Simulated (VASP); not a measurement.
Si3Se2:

```
Si Se
1.0
     3.75000    0.00000    0.00000
    -1.87500    3.24760    0.00000
     0.00000    0.00000    8.40000
Si Se
3 2
Direct
  0.33333 0.66667 0.45000
  0.66667 0.33333 0.55000
  0.00000 0.00000 0.00000
  0.66667 0.33333 0.83300
  0.33333 0.66667 0.16700
```

```yaml
Program: VASP 6.6.1
Task: relaxation of cell and atoms
Functional: PBE
Potentials_or_basis: VASP PAW PBE potentials, release 64 (Si, Se)
Cutoff: 500 eV
k_mesh: 5 × 5 × 2
Occupations: gaussian, width 0.2 eV
Spin: no spin polarisation
```

At the start: pressure 6.3 GPa; volume 20.46 Å³/atom.

Problem. How do energy, volume and symmetry change on relaxing?

Solution. Over 6 steps the energy falls by 78.2 meV/atom and the volume is 22.78 Å³/atom (+11.3 %); space group P-3m1 (No. 164, to 0.1 Å) before and after.

Step by step:
```tsv
step	energy change (eV)	largest force (eV/Å)	pressure (GPa)	volume (Å³)
1	0.0000	0.8712	6.29	102.30
2	-0.3110	0.5969	-1.20	114.63
3	-0.3115	0.5833	-1.45	115.17
4	-0.3771	0.4788	-0.12	114.38
5	-0.3772	0.4724	-0.16	114.40
6	-0.3909	0.0543	-0.05	113.90
```

Final structure:
```
CELL_PARAMETERS angstrom
3.97274 0.00000 0.00000
-1.98637 3.44050 0.00000
0.00000 0.00000 8.33297
ATOMIC_POSITIONS crystal
Si 0.33333 0.66667 0.45741
Si 0.66667 0.33333 0.54259
Si 0.00000 0.00000 0.00000
Se 0.66667 0.33333 0.82308
Se 0.33333 0.66667 0.17692
```

Caveat: the relaxation stopped at a loose force limit of 0.08 eV/Å, so its end isn't a converged minimum.
